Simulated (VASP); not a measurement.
# Na (Im-3m) in VASP: a series of runs

The runs below take Na through single point, with r2SCAN.

All numbers are computed with VASP 6.6.1; they aren't measurements. Logs are shortened: lines on timing, memory, paths and dates and some standing lists are left out, and cuts for length are marked.

## 1. The cell of the first run

The structure is cubic, space group Im-3m (No. 229). The conventional cell has a = 4.235 Å, b = 4.235 Å, c = 4.235 Å, α = 90.00°, β = 90.00°, γ = 90.00°. Na (site symmetry m-3m) has 14 Na at 3.67 to 4.24 Å within 4.8 Å.

## 2. Single point, r2SCAN

Input file POSCAR:

```
Na
1.0
   -2.1175000000      2.1175000000      2.1175000000
    2.1175000000     -2.1175000000      2.1175000000
    2.1175000000      2.1175000000     -2.1175000000
Na
1
Direct
    0.0000000000      0.0000000000      0.0000000000
```

Input file INCAR.step1:

```
  PREC = Accurate
  ENCUT = 520
  ISMEAR = 0
  SIGMA = 0.15
  LREAL = False
  LASPH = True
  NELM = 100
  NBANDS = 10
  GGA = PE
  ALGO = Normal
  EDIFF = 1E-4
  LWAVE = True
  LCHARG = False
```

Input file INCAR.step2:

```
  PREC = Accurate
  ENCUT = 520
  EDIFF = 1E-6
  ISMEAR = 0
  SIGMA = 0.15
  LREAL = False
  LASPH = True
  NELM = 100
  ALGO = Normal
  ISIF = 2
  LWAVE = False
  LCHARG = False
  METAGGA = R2SCAN
  LMIXTAU = True
  NBANDS = 10
  ISTART = 1
```

Input file KPOINTS:

```
regular mesh
0
Gamma
  16 16 16
```

Potentials or basis: VASP PAW PBE potentials, release 64 (Na_pv).

Started as:

```bash
$ cat potpaw_PBE.64/Na_pv/POTCAR > POTCAR
$ cp INCAR.step1 INCAR
$ mpirun -np 1 vasp_std > vasp.out
$ cp INCAR.step2 INCAR
$ mpirun -np 1 vasp_std > vasp.out
```

OUTCAR:

```text
PREC = Accurate
   ENCUT = 520
   EDIFF = 1E-6
   ISMEAR = 0
   LREAL = False
   LASPH = True
   NELM = 100
   ISIF = 2
   METAGGA = R2SCAN
   ISTART = 1

 ion  position               nearest neighbor table
   1  0.000  0.000  0.000-

  LATTYP: Found a body centered cubic cell.
 ALAT       =     4.2350000000

  Lattice vectors:

 A1 = (  -2.1175000000,   2.1175000000,   2.1175000000)
 A2 = (   2.1175000000,  -2.1175000000,   2.1175000000)
 A3 = (   2.1175000000,   2.1175000000,  -2.1175000000)

Analysis of symmetry for initial positions (statically):
=====================================================================
 Subroutine PRICEL returns:
 Original cell was already a primitive cell.

 Routine SETGRP: Setting up the symmetry group for a
 body centered cubic supercell.

 Subroutine GETGRP returns: Found 48 space group operations
 (whereof 48 operations were pure point group operations)
 out of a pool of 48 trial point group operations.

The static configuration has the point symmetry O_h .

Analysis of symmetry for dynamics (positions and initial velocities):
=====================================================================
 Subroutine PRICEL returns:
 Original cell was already a primitive cell.

 Routine SETGRP: Setting up the symmetry group for a
 body centered cubic supercell.

 Subroutine GETGRP returns: Found 48 space group operations
 (whereof 48 operations were pure point group operations)
 out of a pool of 48 trial point group operations.

The dynamic configuration has the point symmetry O_h .

 Subroutine INISYM returns: Found 48 space group operations
 (whereof 48 operations are pure point group operations),
 and found     1 'primitive' translations

----------------------------------------------------------------------------------------

                                     Primitive cell

  volume of cell :      37.9778

  direct lattice vectors                    reciprocal lattice vectors
    -2.117500000  2.117500000  2.117500000     0.000000000  0.236127509  0.236127509
     2.117500000 -2.117500000  2.117500000     0.236127509  0.000000000  0.236127509
     2.117500000  2.117500000 -2.117500000     0.236127509  0.236127509  0.000000000

  length of vectors
     3.667617585  3.667617585  3.667617585     0.333934725  0.333934725  0.333934725

  position of ions in fractional coordinates (direct lattice)
     0.000000000  0.000000000  0.000000000

  ion indices of the primitive-cell ions
   primitive index   ion index
                 1           1

----------------------------------------------------------------------------------------

 KPOINTS: regular mesh

Automatic generation of k-mesh.
 Grid dimensions read from file:
 generate k-points for:   16   16   16

 Generating k-lattice:

  Cartesian coordinates                     Fractional coordinates (reciprocal lattice)
     0.000000000  0.014757969  0.014757969     0.062500000  0.000000000  0.000000000
     0.014757969  0.000000000  0.014757969     0.000000000  0.062500000  0.000000000
     0.014757969  0.014757969  0.000000000     0.000000000  0.000000000  0.062500000

  Length of vectors
     0.020870920  0.020870920  0.020870920

  Shift w.r.t. Gamma in fractional coordinates (k-lattice)
     0.000000000  0.000000000  0.000000000

 Subroutine IBZKPT returns following result:
 ===========================================

 Found    145 irreducible k-points:

 Following reciprocal coordinates:
            Coordinates               Weight
  0.000000  0.000000  0.000000      1.000000
  0.062500  0.000000  0.000000     12.000000
  0.125000  0.000000  0.000000     12.000000
  0.187500  0.000000  0.000000     12.000000
  0.250000  0.000000  0.000000     12.000000
  0.312500  0.000000  0.000000     12.000000
[... 16 lines left out ...]
  0.187500  0.187500  0.000000     24.000000
  0.250000  0.187500  0.000000     48.000000
 [... further k-points ...]
   k-points           NKPTS =    145   k-points in BZ     NKDIM =    145   number of bands    NBANDS=     10
   number of dos      NEDOS =    301   number of ions     NIONS =      1
   total plane-waves  NPLWV =  21952
   dimension x,y,z NGX =    28 NGY =   28 NGZ =   28
   dimension x,y,z NGXF=    56 NGYF=   56 NGZF=   56
   ions per type =               1
   NGX,Y,Z   is equivalent  to a cutoff of  12.69, 12.69, 12.69 a.u.
   NGXF,Y,Z  is equivalent  to a cutoff of  25.38, 25.38, 25.38 a.u.
 SYSTEM =  unknown system
   PREC   = accura    normal or accurate (medium, high low for compatibility)
   ISTART =      1    job   : 0-new  1-cont  2-samecut
   ICHARG =      0    charge: 1-file 2-atom 10-const
   ISPIN  =      1    spin polarized calculation?
   LNONCOLLINEAR =      F non collinear calculations
   LSORBIT =      F    spin-orbit coupling
   LASPH  =      T    aspherical Exc in radial PAW
   ENCUT  =  520.0 eV  38.22 Ry    6.18 a.u.   6.82  6.82  6.82*2*pi/ulx,y,z
   NELM   =    100;   NELMIN=  2; NELMDL=  0     # of ELM steps
   EDIFF  = 0.1E-05   stopping-criterion for ELM
   LREAL  =      F    real-space projection
   EDIFFG = 0.1E-04   stopping-criterion for IOM
   NSW    =      0    number of steps for IOM
   IBRION =     -1    ionic relax: 0-MD 1-quasi-New 2-CG
   NFREE  =      0    steps in history (QN), initial steepest desc. (CG)
   ISIF   =      2    stress and relaxation
   ISYM   =      2    0-nonsym 1-usesym 2-fastsym
   POTIM  = 0.5000    time-step for ionic-motion
   TEBEG  =    0.0;   TEEND  =   0.0 temperature during run
   PSTRESS=    0.0 pullay stress
   NELECT =       7.0000    total number of electrons
   NUPDOWN=      -1.0000    fix difference up-down
   EMIN   =  10.00;   EMAX   =-10.00  energy-range for DOS
   EFERMI =   0.00;   METHOD = LEGACY
   ISMEAR =     0;   SIGMA  =   0.15  broadening in eV -4-tet -1-fermi 0-gaus
   EFERMI_NEDOS =   21; number of points for ismear=-14 and -15
   IALGO  =     38    algorithm
   IMIX   =      4    mixing-type and parameters
     AMIX     =   0.40;   BMIX     =  1.00
     AMIX_MAG =   1.60;   BMIX_MAG =  1.00
  volume/ion in A,a.u.               =      37.98       256.29
  Fermi-wavevector in a.u.,A,eV,Ry     =   0.931674  1.760609 11.810087  0.868017
  Thomas-Fermi vector in A             =   2.058192
   LORBIT       =      0    0 simple, 1 ext, 2 COOP (PROOUT), +10 PAW based schemes
   METAGGA = R2SCAN    functional components
   LHFCALC =     F    Hartree Fock is set to
   AEXX    =    0.0000 exact exchange contribution
   IVDW    =     0    specifies the selected vdW correction
   LEPSILON=     F    determine dielectric tensor
   LRPA    =     F    only Hartree local field effects (RPA)
 non-spin polarized calculation
 Gauss-broadening in eV      SIGMA  =   0.15
  energy-cutoff  :      520.00
  volume of cell :       37.98
 maximum number of plane-waves:      1055
   NGX = 13   NGY = 13   NGZ = 13

 number of electron       7.0000012 magnetization

 Free energy of the ion-electron system (eV)
  ---------------------------------------------------
  ext. energy  EPLUGINS =         0.00000000
  ---------------------------------------------------
  free energy    TOTEN  =        -3.55695504 eV

  energy without entropy =       -3.55203463  energy(sigma->0) =       -3.55449483

 E-fermi :   0.2802     XC(G=0):  -6.8508

 val. band max:        0.2706742778   @ k =  -0.3750   0.4375   0.1250
 cond. band min:       0.3283107327   @ k =  -0.4375   0.4375   0.0625
 fundamental gap:      0.0576364549
 Fermi energy:         0.2802317974

 k-point     1 :       0.0000    0.0000    0.0000
  band No.  band energies     occupation
      1     -25.7519      2.00000
      2     -25.7519      2.00000
      3     -25.7517      2.00000
      4      -3.1580      2.00000
      5      12.5397      0.00000
      6      12.5401      0.00000
      7      12.5401      0.00000
      8      13.7369      0.00000
      9      13.7369      0.00000
     10      14.3426      0.00000

 k-point     2 :       0.0625    0.0000    0.0000
  band No.  band energies     occupation
      1     -25.7531      2.00000
      2     -25.7523      2.00000
      3     -25.7519      2.00000
      4      -3.0856      2.00000
      5      11.6098      0.00000
      6      12.0637      0.00000
      7      12.3145      0.00000
      8      13.1203      0.00000
      9      13.1881      0.00000
     10      14.7526      0.00000

 k-point     3 :       0.1250    0.0000    0.0000
  band No.  band energies     occupation
      1     -25.7567      2.00000
      2     -25.7535      2.00000
      3     -25.7519      2.00000
      4      -2.8691      2.00000
      5       9.9219      0.00000
      6      11.2838      0.00000
      7      11.8464      0.00000
      8      12.3548      0.00000
      9      12.9870      0.00000
     10      14.9159      0.00000

 k-point     4 :       0.1875    0.0000    0.0000
  band No.  band energies     occupation
      1     -25.7621      2.00000
      2     -25.7553      2.00000
      3     -25.7519      2.00000
      4      -2.5102      2.00000
      5       8.2401      0.00000
      6      10.5582      0.00000
      7      11.3574      0.00000
      8      11.6881      0.00000
      9      12.7000      0.00000
     10      15.0574      0.00000
[... 222 lines left out ...]
 k-point    22 :       0.4375    0.1250    0.0000
  band No.  band energies     occupation
      1     -25.7833      2.00000
      2     -25.7644      2.00000
      3     -25.7537      2.00000
      4       1.1929      0.00000
      5       1.8823      0.00000
      6       6.9035      0.00000
      7       9.4138      0.00000
      8      11.2813      0.00000
      9      13.5867      0.00000
     10      15.9934      0.00000

 k-point    23 :       0.1875    0.1875    0.0000
  band No.  band energies     occupation
      1     -25.7742      2.00000
      2     -25.7598      2.00000
      3     -25.7542      2.00000
      4      -1.2382      2.00000
      5       5.9215      0.00000
      6       6.8161      0.00000
      7       9.8922      0.00000
      8      12.3117      0.00000
      9      13.4721      0.00000
     10      15.9038      0.00000

 k-point    24 :       0.2500    0.1875    0.0000
  band No.  band energies     occupation
      1     -25.7776      2.00000
      2     -25.7626      2.00000
      3     -25.7546      2.00000
      4      -0.5454      2.00000
      5       4.7668      0.00000
      6       6.1694      0.00000
      7       9.5189      0.00000
      8      12.2645      0.00000
      9      13.7654      0.00000
     10      15.7331      0.00000

 [... further k-points ...]
[... 5 lines left out ...]
  --------------------------------------------------------------------------------------
  -------------------------------------------------------------------------------------
  Total        0.0077747      0.0077747      0.0077747     -0.0000000     -0.0000000      0.0000000
  in kB        0.3279917      0.3279917      0.3279917     -0.0000000     -0.0000000      0.0000000
  external PRESSURE =       0.3279917 kB  Pullay stress =       0.0000000 kB

 VOLUME and BASIS-vectors are now :
 -----------------------------------------------------------------------------
  energy-cutoff  :      520.00
  volume of cell :       37.98
      direct lattice vectors                 reciprocal lattice vectors
    -2.117500000  2.117500000  2.117500000     0.000000000  0.236127509  0.236127509
     2.117500000 -2.117500000  2.117500000     0.236127509  0.000000000  0.236127509
     2.117500000  2.117500000 -2.117500000     0.236127509  0.236127509  0.000000000

 POSITION                                       TOTAL-FORCE (eV/Angst)
 -----------------------------------------------------------------------------------
      0.00000      0.00000      0.00000         0.000000      0.000000     -0.000000
 -----------------------------------------------------------------------------------
    total drift:                               -0.000000     -0.000000     -0.000000

  FREE ENERGIE OF THE ION-ELECTRON SYSTEM (eV)
  ---------------------------------------------------
  free  energy   TOTEN  =        -3.5569550351 eV

  energy  without entropy=       -3.5520346279  energy(sigma->0) =       -3.55449483
```

Wall time 2 min (1 thread of Intel Xeon Platinum 8375C at 2.90GHz (Ice Lake), shared host); peak memory 0.18 GiB.

Results:

- Free energy: -3.5570 eV
- Pressure: 0.0 GPa
- Band gap on the k mesh: zero (an odd number of electrons rules out a gap without spin polarisation)

Levels at points of the mesh, in eV from the Fermi level:
| k point | band 1 | band 2 | band 3 | band 4 | band 5 | band 6 | band 7 | band 8 |
| --- | --- | --- | --- | --- | --- | --- | --- | --- |
| (0.00, 0.00, 0.00) | -26.03 | -26.03 | -26.03 | -3.44 | 12.26 | 12.26 | 12.26 | 13.46 |
| (0.50, 0.00, 0.00) | -26.07 | -26.04 | -26.03 | 0.72 | 1.40 | 8.56 | 9.85 | 9.88 |
| (0.50, 0.50, 0.50) | -26.06 | -26.06 | -26.06 | 4.66 | 4.66 | 5.21 | 5.21 | 5.21 |

Caveat: the PAW data sets were made with another functional, which shifts forces and pressure a little.

## 3. Single point, r2SCAN

POSCAR is that of step 2.

Input file INCAR.step1:

```
PREC     = Accurate       # precision mode
ENCUT    = 520            # plane-wave cutoff, eV
ISMEAR   = 0              # smearing method
SIGMA    = 0.15           # smearing width, eV
LREAL    = False          # projectors in reciprocal space
LASPH    = True           # aspherical terms in the spheres
NELM     = 100            # most SCF steps
NBANDS   = 10             # bands
GGA      = PE             # functional
ALGO     = Normal         # electronic algorithm
EDIFF    = 1E-4           # SCF threshold, eV
LWAVE    = True           # write WAVECAR
LCHARG   = False          # write CHGCAR
```

Input file INCAR.step2:

```
PREC     = Accurate       # precision mode
ENCUT    = 520            # plane-wave cutoff, eV
EDIFF    = 1E-7           # SCF threshold, eV
ISMEAR   = 0              # smearing method
SIGMA    = 0.15           # smearing width, eV
LREAL    = False          # projectors in reciprocal space
LASPH    = True           # aspherical terms in the spheres
NELM     = 100            # most SCF steps
ALGO     = Normal         # electronic algorithm
ISIF     = 2              # what is computed and relaxed
LWAVE    = False          # write WAVECAR
LCHARG   = False          # write CHGCAR
METAGGA  = R2SCAN         # meta-GGA
LMIXTAU  = True         
NBANDS   = 10             # bands
ISTART   = 1
```

Input file KPOINTS:

```
Automatic mesh
0
Gamma
  18 18 18
```

Potentials or basis: VASP PAW PBE potentials, release 64 (Na_pv).

Started as:

```bash
$ cat potpaw_PBE.64/Na_pv/POTCAR > POTCAR
$ cp INCAR.step1 INCAR
$ mpirun -np 1 vasp_std > vasp.out
$ cp INCAR.step2 INCAR
$ mpirun -np 1 vasp_std > vasp.out
```

It took 3.6 min on 1 thread of Intel Xeon Platinum 8375C at 2.90GHz (Ice Lake), shared host; peak memory 0.19 GiB.

Results (log left out):

```yaml
Free_energy: -3.5568 eV
Pressure: 0.0 GPa
Band_gap_on_the_k_mesh: zero (an odd number of electrons rules out a gap without spin polarisation)
```

Levels at points of the mesh, in eV from the Fermi level:
```tsv
k point	band 1	band 2	band 3	band 4	band 5	band 6
(0.00, 0.00, 0.00)	-26.03	-26.03	-26.03	-3.44	12.26	12.26
(0.50, 0.00, 0.00)	-26.07	-26.05	-26.03	0.72	1.40	8.56
(0.50, 0.50, 0.50)	-26.06	-26.06	-26.06	4.66	4.66	5.21
```

Caveat: the PAW data sets were made with another functional, which shifts forces and pressure a little.

The gap in the log of VASP goes by the Fermi energy; the results here count the filled bands.